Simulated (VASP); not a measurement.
Input of a VASP 6.6.1 run:

Contents of INCAR:

```
PREC = Accurate
ENCUT = 520
EDIFF = 1E-6
ISMEAR = -1
SIGMA = 0.05
LREAL = F
LASPH = T
NELM = 100
ALGO = Normal
ISIF = 2
LWAVE = F
LCHARG = F
GGA = PE
NBANDS = 12
```

File KPOINTS:

```
regular mesh
0
Gamma
  8 8 8
```

File POSCAR:

```
Sb
1.0
    0.0000000000      3.2710663102      3.2710663102
    3.2710663102      0.0000000000      3.2710663102
    3.2710663102      3.2710663102      0.0000000000
Sb
2
Direct
   -0.0875000000     -0.1375000000     -0.1375000000
    0.0875000000      0.1375000000      0.1375000000
```

Potentials or basis: VASP PAW PBE potentials, release 64 (Sb).

Command:

```sh
$ cat potpaw_PBE.64/Sb/POTCAR > POTCAR
$ mpirun -np 1 vasp_std > vasp.out
```

What does it give for the pressure?

10.1 GPa.

Predict the band gap on the k mesh.

zero (band 5 reaches 6.73 eV, above the bottom of band 6 at 5.34 eV).

Predict the largest force.

0.978 eV/Å.

Stress tensor (GPa, compression positive):
```
10.13  4.32  4.32
 4.32 10.13 -4.32
 4.32 -4.32 10.13
```

Caveat: the cell differs from its parent crystal (shortest bond scaled by 1.1); spin-orbit coupling is left out, which moves the levels of the heavy elements.
